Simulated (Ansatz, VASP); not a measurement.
**HfNb2O2: VASP beside Ansatz**

```
Hf Nb O
1.0
    -1.79438    1.79438    5.23315
     1.79438   -1.79438    5.23315
     1.79438    1.79438   -5.23315
Hf Nb O
1 2 2
Direct
  0.00000 0.00000 0.00000
  0.75000 0.25000 0.50000
  0.25000 0.75000 0.50000
  0.34376 0.34376 0.00000
  0.65624 0.65624 0.00000
```

Change from the starting cell: species swapped into the BaNi2As2 type (I4/mmm, No. 139).

Alike in both runs: task single point; functional PBE; k mesh 6 × 6 × 6; occupations gaussian, width 0.1 eV; no spin polarisation.

|  | VASP | Ansatz |
| --- | --- | --- |
| version | VASP 6.6.1 | Ansatz 0.2.0 |
| potentials or method | VASP PAW PBE potentials, release 64 (Hf_pv, Nb_sv, O), cutoff 520 eV | scalar-relativistic, plane waves, PAW |
| valence electrons in the cell | 48 | 64 |

|  | VASP | Ansatz | Ansatz less VASP |
| --- | --- | --- | --- |
| gap on the k mesh at the Fermi level (eV) | none | none | - |
| rms of the force components (eV/Å) | 0.925 | 0.922 | -0.0028 |

Atom by atom the forces differ by 0.003 eV/Å (rms over components). A gap of «none» marks a metal or a gap that the smearing closes. The functional is the same, so the differences come from potentials, cutoffs and numerics. VASP's potentials hold 48 valence electrons a cell and Ansatz's 64, so a difference there can come from the potentials and not from the codes.

The k mesh is coarse, so the values compare programs but aren't converged. Neither program's run includes spin-orbit coupling.
